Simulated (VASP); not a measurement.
Input of a VASP 6.6.1 run:

File INCAR:

```
SYSTEM = Sn
PREC = Accurate
ENCUT = 600
EDIFF = 1E-6
ISMEAR = -1
SIGMA = 0.05
LREAL = .False.
LASPH = .True.
NELM = 60
ALGO = Normal
ISIF = 3
LWAVE = .False.
LCHARG = .False.
GGA = RE
IBRION = 2
NSW = 60
EDIFFG = -0.01
```

File KPOINTS:

```
regular mesh
0
Gamma
  9 9 9
  0 0 0
```

Contents of POSCAR:

```
Sn
1.0
   -2.9401404553      2.9401404553      1.5993019889
    2.9401404553     -2.9401404553      1.5993019889
    2.9401404553      2.9401404553     -1.5993019889
Sn
2
Direct
    0.0000000000      0.0000000000      0.0000000000
    0.7500000000      0.2500000000      0.5000000000
```

Potentials or basis: VASP PAW PBE potentials, release 64 (Sn_d).

Launch:

```console
$ cat potpaw_PBE.64/Sn_d/POTCAR > POTCAR
$ mpirun -np 1 vasp_std > vasp.out
```

**Question.** What does it give for the relaxed cell?

**Answer.** a = 4.531 Å, b = 4.531 Å, c = 4.531 Å, α = 97.37°, β = 97.37°, γ = 138.04°.

**Question.** What does it give for the relaxed volume?

**Answer.** 29.04 Å³/atom.

**Question.** Predict the space group after relaxing (to 0.1 Å).

**Answer.** I4_1/amd (No. 141).

**Question.** What does it give for the band gap on the k mesh?

**Answer.** Zero (bands 14 and 15 overlap by 3.74 eV).

Step by step:
```
step  energy change (eV)  largest force (eV/Å)  pressure (GPa)  volume (Å³)
   1              0.0000                0.0000            2.44        55.30
   2             -0.0192                0.0000           -0.44        58.73
   3             -0.0203                0.0000            0.01        58.09
```

Caveat: the PAW data sets were made with another functional, which shifts forces and pressure a little; spin-orbit coupling is left out, which moves the levels of the heavy elements.
